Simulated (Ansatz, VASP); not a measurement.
Two plane-wave programs on PbF2

INCAR

```
ALGO = Normal ; EDIFF = 1E-6
EDIFFG = -0.005 ; ENCUT = 600
GGA = PE ; IBRION = 2
ISIF = 3 ; ISMEAR = 0
LASPH = True ; LCHARG = False
LREAL = False ; LWAVE = False
NELM = 100 ; NSW = 100
PREC = Accurate ; SIGMA = 0.02
```

KPOINTS

```
k-points
0
Gamma
  6 6 6
```

Contents of POSCAR:

```
PbF2
1.0
    0.0000000000      2.9579484323      2.9579484323
    2.9579484323      0.0000000000      2.9579484323
    2.9579484323      2.9579484323      0.0000000000
Pb F
1 2
Direct
    0.0000000000      0.0000000000      0.0000000000
    0.7500000000      0.7500000000      0.7500000000
    0.2500000000      0.2500000000      0.2500000000
```

Input for Ansatz:

```yaml
crystal:
  lattice:
    - [0.0, 2.9579484323, 2.9579484323]
    - [2.9579484323, 0.0, 2.9579484323]
    - [2.9579484323, 2.9579484323, 0.0]
  atoms:
    - { symbol: Pb, position: [0.0, 0.0, 0.0] }
    - { symbol: F, position: [0.75, 0.75, 0.75] }
    - { symbol: F, position: [0.25, 0.25, 0.25] }
basis:
  ecutwfc: 420
kpoints:
  mp_grid: { grid: [6, 6, 6] }
hamiltonian:
  xc: pbe
scf:
  occupations: { method: gaussian, width: 0.02 }
output:
  forces: true
  stress: true
  eigenvalues: true
relax:
  adjacent_minimum: "off"
  f_tol: 0.005
  max_steps: 80
  cell: { stress_tol: 0.05 }
```

Alike in both runs: task relaxation of cell and atoms; functional PBE; k mesh 6 × 6 × 6; occupations gaussian, width 0.02 eV; no spin polarisation.

```csv
,VASP,Ansatz
version,VASP 6.6.1,Ansatz 0.2.0
potentials or method,"VASP PAW PBE potentials, release 64 (Pb_d, F), cutoff 600 eV","scalar-relativistic, plane waves, PAW"
valence electrons in the cell,28,28
```

|  | VASP | Ansatz | Ansatz less VASP |
| --- | --- | --- | --- |
| gap on the k mesh at the Fermi level, each at its own relaxed structure (eV) | 4.43 | 4.43 | +0.004 |
| relaxed volume (Å³/atom) | 17.95 | 18.00 | +0.049 |
| relaxed cell length with the largest relative difference (Å) | 4.239 | 4.242 | +0.0039 |

Spin-orbit coupling is off throughout.
